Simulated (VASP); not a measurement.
# Si14C13 (a cell with a defect) (Moissanite 3C) in VASP: electric field gradients with PBE

Aim: the electric field gradients of Si14C13 (a cell with a defect) (Moissanite 3C) with PBE.

All numbers are computed with VASP 6.6.1; they aren't measurements. Logs are shortened: lines on timing, memory, paths and dates and some standing lists are left out, and cuts for length are marked.

**1. The cell of the first run**

The cell holds a defect, 54 atoms: a = 9.245 Å, b = 9.245 Å, c = 9.245 Å, α = 60.00°, β = 60.00°, γ = 60.00°.

**2. Electric field gradients, PBE**

Input file INCAR:

```
PREC = Accurate ; ENCUT = 520
EDIFF = 1E-8 ; ISMEAR = -1
SIGMA = 0.01 ; LREAL = Auto
LASPH = T ; NELM = 100
ALGO = Normal ; ISIF = 2
LWAVE = F ; LCHARG = F
GGA = PE ; LEFG = T
NBANDS = 141
```

Input file KPOINTS:

```
Automatic mesh
0
Gamma
  3 3 3
```

Input file POSCAR:

```
Si14C13
1.0
    0.0000000000      6.5370000000      6.5370000000
    6.5370000000      0.0000000000      6.5370000000
    6.5370000000      6.5370000000      0.0000000000
Si C
28 26
Direct
    0.0000000000      0.0000000000      0.0000000000
    0.0000000000      0.0000000000      0.3333333333
    0.0000000000      0.0000000000      0.6666666667
    0.0000000000      0.3333333333      0.0000000000
    0.0000000000      0.3333333333      0.3333333333
    0.0000000000      0.3333333333      0.6666666667
    0.0000000000      0.6666666667      0.0000000000
    0.0000000000      0.6666666667      0.3333333333
    0.0000000000      0.6666666667      0.6666666667
    0.3333333333      0.0000000000      0.0000000000
    0.3333333333      0.0000000000      0.3333333333
    0.3333333333      0.0000000000      0.6666666667
    0.3333333333      0.3333333333      0.0000000000
    0.3333333333      0.3333333333      0.3333333333
    0.3333333333      0.3333333333      0.6666666667
    0.3333333333      0.6666666667      0.0000000000
    0.3333333333      0.6666666667      0.3333333333
    0.3333333333      0.6666666667      0.6666666667
    0.6666666667      0.0000000000      0.0000000000
    0.6666666667      0.0000000000      0.3333333333
    0.6666666667      0.0000000000      0.6666666667
    0.6666666667      0.3333333333      0.0000000000
    0.6666666667      0.3333333333      0.3333333333
    0.6666666667      0.3333333333      0.6666666667
    0.6666666667      0.6666666667      0.0000000000
    0.6666666667      0.6666666667      0.3333333333
    0.6666666667      0.6666666667      0.6666666667
    0.0833333333      0.0833333333      0.0833333333
    0.0833333333      0.0833333333      0.4166666667
    0.0833333333      0.0833333333      0.7500000000
    0.0833333333      0.4166666667      0.0833333333
    0.0833333333      0.4166666667      0.4166666667
    0.0833333333      0.4166666667      0.7500000000
    0.0833333333      0.7500000000      0.0833333333
    0.0833333333      0.7500000000      0.4166666667
    0.0833333333      0.7500000000      0.7500000000
    0.4166666667      0.0833333333      0.0833333333
    0.4166666667      0.0833333333      0.4166666667
    0.4166666667      0.0833333333      0.7500000000
    0.4166666667      0.4166666667      0.0833333333
    0.4166666667      0.4166666667      0.4166666667
    0.4166666667      0.4166666667      0.7500000000
    0.4166666667      0.7500000000      0.0833333333
    0.4166666667      0.7500000000      0.4166666667
    0.4166666667      0.7500000000      0.7500000000
    0.7500000000      0.0833333333      0.0833333333
    0.7500000000      0.0833333333      0.4166666667
    0.7500000000      0.0833333333      0.7500000000
    0.7500000000      0.4166666667      0.0833333333
    0.7500000000      0.4166666667      0.4166666667
    0.7500000000      0.4166666667      0.7500000000
    0.7500000000      0.7500000000      0.0833333333
    0.7500000000      0.7500000000      0.4166666667
    0.7500000000      0.7500000000      0.7500000000
```

Potentials or basis: VASP PAW PBE potentials, release 64 (Si, C).

On the command line:

```sh
> cat potpaw_PBE.64/Si/POTCAR potpaw_PBE.64/C/POTCAR > POTCAR
> mpirun -np 1 vasp_std > vasp.out
```

OUTCAR:

```text
PREC = Accurate
   ENCUT = 520
   EDIFF = 1E-8
   ISMEAR = -1
   LREAL = Auto
   LASPH = T
   NELM = 100
   ISIF = 2
   GGA = PE

 ion  position               nearest neighbor table
   1  0.000  0.000  0.000-  28 1.89  30 1.89  34 1.89  46 1.89   7 3.08   8 3.08  10 3.08  12 3.08
                            16 3.08  19 3.08  20 3.08  22 3.08   2 3.08   3 3.08   4 3.08   6 3.08
   2  0.000  0.000  0.333-  28 1.89  29 1.89  35 1.89  47 1.89  10 3.08  11 3.08  17 3.08  20 3.08
                            23 3.08   1 3.08   4 3.08   5 3.08   8 3.08  21 3.08   9 3.08   3 3.08
   3  0.000  0.000  0.667-  30 1.89  29 1.89  36 1.89  48 1.89  12 3.08  18 3.08  19 3.08  21 3.08
                            24 3.08   1 3.08   6 3.08   7 3.08   9 3.08  11 3.08   5 3.08   2 3.08
   4  0.000  0.333  0.000-  28 1.89  31 1.89  33 1.89  49 1.89  10 3.08  13 3.08  15 3.08  22 3.08
                            23 3.08   1 3.08   2 3.08   5 3.08   6 3.08   9 3.08  25 3.08   7 3.08
   5  0.000  0.333  0.333-  29 1.89  31 1.89  50 1.89  32 1.89  14 3.08  23 3.08   2 3.08   4 3.08
                            11 3.08  13 3.08   3 3.08   7 3.08  24 3.08  26 3.08   6 3.08   8 3.08
   6  0.000  0.333  0.667-  30 1.89  32 1.89  33 1.89  51 1.89  15 3.08  22 3.08  24 3.08   1 3.08
                             3 3.08   4 3.08  12 3.08  14 3.08  27 3.08   8 3.08   9 3.08   5 3.08
   7  0.000  0.667  0.000-  34 1.89  31 1.89  36 1.89  52 1.89  16 3.08  18 3.08  19 3.08  25 3.08
                            26 3.08   1 3.08   3 3.08   8 3.08   9 3.08  13 3.08   5 3.08   4 3.08
   8  0.000  0.667  0.333-  32 1.89  34 1.89  35 1.89  53 1.89  17 3.08  20 3.08  26 3.08   1 3.08
                             2 3.08   7 3.08  16 3.08  14 3.08  27 3.08   5 3.08   9 3.08   6 3.08
   9  0.000  0.667  0.667-  36 1.89  35 1.89  33 1.89  54 1.89  25 3.08  27 3.08   3 3.08   7 3.08
[... 62 lines left out ...]
  53  0.750  0.750  0.417-   8 1.89  20 1.89  26 1.89  27 1.89
  54  0.750  0.750  0.750-  27 1.89  21 1.89  25 1.89   9 1.89

  LATTYP: Found a face centered cubic cell.
 ALAT       =    13.0740000000

  Lattice vectors:

 A1 = (   0.0000000000,   6.5370000000,   6.5370000000)
 A2 = (   6.5370000000,   0.0000000000,   6.5370000000)
 A3 = (   6.5370000000,   6.5370000000,   0.0000000000)

Analysis of symmetry for initial positions (statically):
=====================================================================
 Subroutine PRICEL returns:
 Original cell was already a primitive cell.

 Routine SETGRP: Setting up the symmetry group for a
 face centered cubic supercell.

 Subroutine GETGRP returns: Found 24 space group operations
 (whereof  6 operations were pure point group operations)
 out of a pool of 48 trial point group operations.

The static configuration has the point symmetry C_3v.
 The point group associated with its full space group is T_d .

[... 751 lines left out ...]
  in kB      120.3310488    120.3310488    120.3310488      0.0000000      0.0000000      0.0000000
  external PRESSURE =     120.3310488 kB  Pullay stress =       0.0000000 kB

 VOLUME and BASIS-vectors are now :
 -----------------------------------------------------------------------------
  energy-cutoff  :      520.00
  volume of cell :      558.68
      direct lattice vectors                 reciprocal lattice vectors
     0.000000000  6.537000000  6.537000000    -0.076487685  0.076487685  0.076487685
     6.537000000  0.000000000  6.537000000     0.076487685 -0.076487685  0.076487685
     6.537000000  6.537000000  0.000000000     0.076487685  0.076487685 -0.076487685

 POSITION                                       TOTAL-FORCE (eV/Angst)
 -----------------------------------------------------------------------------------
      0.00000      0.00000      0.00000        -6.042027     -6.042027     -6.042027
      2.17900      2.17900      0.00000         6.042027      6.042027     -6.042027
      4.35800      4.35800      0.00000        -0.000000     -0.000000      0.041947
      2.17900      0.00000      2.17900         6.042027     -6.042027      6.042027
      4.35800      2.17900      2.17900         0.012382      0.014577      0.014577
      6.53700      4.35800      2.17900        -0.014577     -0.012382      0.014577
[... 46 lines left out ...]
      7.62650      7.62650      9.80550        -0.000000     -0.000000      0.004408
      9.80550      9.80550      9.80550        -0.000331     -0.000331     -0.000331
 -----------------------------------------------------------------------------------
    total drift:                                0.000001      0.000001      0.000001

  FREE ENERGIE OF THE ION-ELECTRON SYSTEM (eV)
  ---------------------------------------------------
  free  energy   TOTEN  =      -393.5698980264 eV

  energy  without entropy=     -393.5698980264  energy(sigma->0) =     -393.56989803

 Electric field gradients (V/A^2)
---------------------------------------------------------------------
 ion       V_xx      V_yy      V_zz      V_xy      V_xz      V_yz
---------------------------------------------------------------------
   1      -0.000    -0.000    -0.000   -30.771   -30.771   -30.771
   2       0.000     0.000    -0.000   -30.771    30.771    30.771
   3       0.559     0.559    -1.117     0.619    -0.000    -0.000
   4       0.000    -0.000     0.000    30.771   -30.771    30.771
   5      -0.352     0.176     0.176     0.074     0.074    -0.102
   6       0.176    -0.352     0.176     0.074     0.102    -0.074
[... 46 lines left out ...]
  53      -0.022    -0.022     0.044    -0.021     0.000     0.000
  54      -0.000    -0.000     0.000    -0.064    -0.064    -0.064
---------------------------------------------------------------------

 Electric field gradients after diagonalization (V/A^2)
 (convention: |V_zz| > |V_xx| > |V_yy|)
----------------------------------------------------------------------
 ion       V_xx      V_yy      V_zz     asymmetry (V_yy - V_xx)/ V_zz
----------------------------------------------------------------------
   1      30.771    30.771   -61.542       0.000
   2      30.771    30.771   -61.542       0.000
   3      -1.117    -0.060     1.178       0.897
   4      30.771    30.771   -61.542       0.000
   5       0.278     0.098    -0.376       0.479
   6       0.278     0.098    -0.376       0.479
[... 46 lines left out ...]
  53      -0.043    -0.001     0.044       0.937
  54       0.064     0.064    -0.128       0.000
----------------------------------------------------------------------

           NMR quadrupolar parameters

 Cq : quadrupolar parameter    Cq=e*Q*V_zz/h
 eta: asymmetry parameters     (V_yy - V_xx)/ V_zz
 Q  : nuclear electric quadrupole moment in mb (millibarn)
----------------------------------------------------------------------
 ion       Cq(MHz)       eta       Q (mb)
----------------------------------------------------------------------
   1      -0.149       0.000       1.000
   2      -0.149       0.000       1.000
   3       0.003       0.897       1.000
   4      -0.149       0.000       1.000
   5      -0.001       0.479       1.000
   6      -0.001       0.479       1.000
[... 46 lines left out ...]
  53       0.000       0.937       1.000
  54      -0.000       0.000       1.000
----------------------------------------------------------------------
```

It took 16 min on 1 thread of AMD EPYC 7R43 (Zen 3), shared host; peak memory 0.71 GiB.

Results:

| Quantity | Value |
| --- | --- |
| Free energy | -393.5699 eV |
| Pressure | 12.0 GPa |
| Largest force | 10.465 eV/Å |
| Band gap on the k mesh | 1.28 eV |

Forces on the atoms (eV/Å):
```
Si  -6.042 -6.042 -6.042
Si   6.042  6.042 -6.042
Si   0.000  0.000  0.042
Si   6.042 -6.042  6.042
Si   0.012  0.015  0.015
Si  -0.015 -0.012  0.015
Si   0.000  0.042  0.000
Si  -0.015  0.015 -0.012
Si  -0.042  0.000  0.000
Si  -6.042  6.042  6.042
Si   0.015  0.012  0.015
Si  -0.012 -0.015  0.015
Si   0.015  0.015  0.012
Si   0.000  0.000  0.000
Si  -0.015 -0.015  0.012
Si  -0.012  0.015 -0.015
Si  -0.015  0.012 -0.015
Si   0.003 -0.003 -0.003
Si   0.042  0.000  0.000
Si   0.015 -0.015 -0.012
Si   0.000 -0.042  0.000
Si   0.015 -0.012 -0.015
Si   0.012 -0.015 -0.015
Si  -0.003  0.003 -0.003
Si   0.000  0.000 -0.042
Si  -0.003 -0.003  0.003
Si   0.003  0.003  0.003
Si   0.000  0.000  0.000
C    0.229  0.229  0.051
C   -0.229 -0.229  0.051
C    0.229  0.051  0.229
C   -0.002  0.002  0.002
C   -0.051 -0.229  0.229
C   -0.229  0.051 -0.229
C   -0.051  0.229 -0.229
C    0.000  0.000  0.000
C    0.051  0.229  0.229
C    0.002 -0.002  0.002
C   -0.229 -0.051  0.229
C    0.002  0.002 -0.002
C   -0.002 -0.002 -0.002
C    0.000  0.000 -0.004
C   -0.229  0.229 -0.051
C    0.000 -0.004  0.000
C    0.004  0.000  0.000
C    0.051 -0.229 -0.229
C    0.229 -0.051 -0.229
C    0.000  0.000  0.000
C    0.229 -0.229 -0.051
C   -0.004  0.000  0.000
C    0.000  0.004  0.000
C    0.000  0.000  0.000
C    0.000  0.000  0.004
C    0.000  0.000  0.000
```

Electric field gradients, principal values (V/Å²):
```
 atom   least  middle  greatest (by size)
 1 Si  30.771  30.771             -61.542
 2 Si  30.771  30.771             -61.542
 3 Si  -0.060  -1.117               1.178
 4 Si  30.771  30.771             -61.542
 5 Si   0.098   0.278              -0.376
 6 Si   0.098   0.278              -0.376
 7 Si  -0.060  -1.117               1.178
 8 Si   0.098   0.278              -0.376
 9 Si  -0.060  -1.117               1.178
10 Si  30.771  30.771             -61.542
11 Si   0.098   0.278              -0.376
12 Si   0.098   0.278              -0.376
13 Si   0.098   0.278              -0.376
14 Si   0.000   0.000               0.000
15 Si   0.098   0.278              -0.376
16 Si   0.098   0.278              -0.376
17 Si   0.098   0.278              -0.376
18 Si   0.083   0.083              -0.166
19 Si  -0.060  -1.117               1.178
20 Si   0.098   0.278              -0.376
21 Si  -0.060  -1.117               1.178
22 Si   0.098   0.278              -0.376
23 Si   0.098   0.278              -0.376
24 Si   0.083   0.083              -0.166
25 Si  -0.060  -1.117               1.178
26 Si   0.083   0.083              -0.166
27 Si   0.083   0.083              -0.166
28 Si   0.000   0.000               0.000
 29 C  -0.052  -0.690               0.742
 30 C  -0.051  -0.689               0.741
 31 C  -0.052  -0.690               0.742
 32 C   0.040   0.040              -0.080
 33 C  -0.051  -0.689               0.740
 34 C  -0.051  -0.689               0.741
 35 C  -0.051  -0.689               0.740
 36 C   0.064   0.065              -0.129
 37 C  -0.052  -0.690               0.742
 38 C   0.040   0.040              -0.080
 39 C  -0.051  -0.689               0.740
 40 C   0.040   0.040              -0.080
 41 C   0.040   0.040              -0.079
 42 C  -0.001  -0.043               0.044
 43 C  -0.051  -0.689               0.740
 44 C  -0.001  -0.043               0.044
 45 C  -0.001  -0.043               0.044
 46 C  -0.051  -0.689               0.741
 47 C  -0.051  -0.689               0.740
 48 C   0.064   0.065              -0.129
 49 C  -0.051  -0.689               0.740
 50 C  -0.001  -0.043               0.044
 51 C  -0.001  -0.043               0.044
 52 C   0.064   0.065              -0.129
 53 C  -0.001  -0.043               0.044
 54 C   0.064   0.064              -0.128
```

Caveat: without QUAD_EFG the Cq values of the log hold for a quadrupole moment of 1 mb, not for the nuclei.
